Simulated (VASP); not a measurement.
A run of VASP 6.6.1 is set up as follows.

File INCAR:

```
ALGO = Normal ; EDIFF = 1E-6
EDIFFG = -0.02 ; ENCUT = 600
GGA = PS ; IBRION = 2
ISIF = 3 ; ISMEAR = -1
LASPH = True ; LCHARG = False
LREAL = False ; LWAVE = False
NELM = 80 ; NSW = 80
PREC = Accurate ; SIGMA = 0.02
```

Contents of KPOINTS:

```
k-points
0
Gamma
  6 6 6
```

The input POSCAR:

```
KI
1.0
    0.0000000000      3.5033933367      3.5033933367
    3.5033933367      0.0000000000      3.5033933367
    3.5033933367      3.5033933367      0.0000000000
K I
1 1
Direct
    0.0000000000      0.0000000000      0.0000000000
    0.5000000000      0.5000000000      0.5000000000
```

Potentials or basis: VASP PAW PBE potentials, release 64 (K_sv, I).

Command:

```sh
$ cat potpaw_PBE.64/K_sv/POTCAR potpaw_PBE.64/I/POTCAR > POTCAR
$ mpirun -np 1 vasp_std > vasp.out
```

Q: Estimate the band gap on the k mesh.

A: 3.87 eV, direct.

Final structure:
```xyz
2
Lattice="0.0000 3.5034 3.5034 3.5034 0.0000 3.5034 3.5034 3.5034 0.0000" Properties=species:S:1:pos:R:3 pbc="T T T"
K     0.0000    0.0000    0.0000
I     3.5034    3.5034    3.5034
```

Caveat: the relaxation stopped at its first step, so nothing moved; spin-orbit coupling is left out, which moves the levels of the heavy elements. As with any semilocal functional, this PBEsol gap is likely too small.
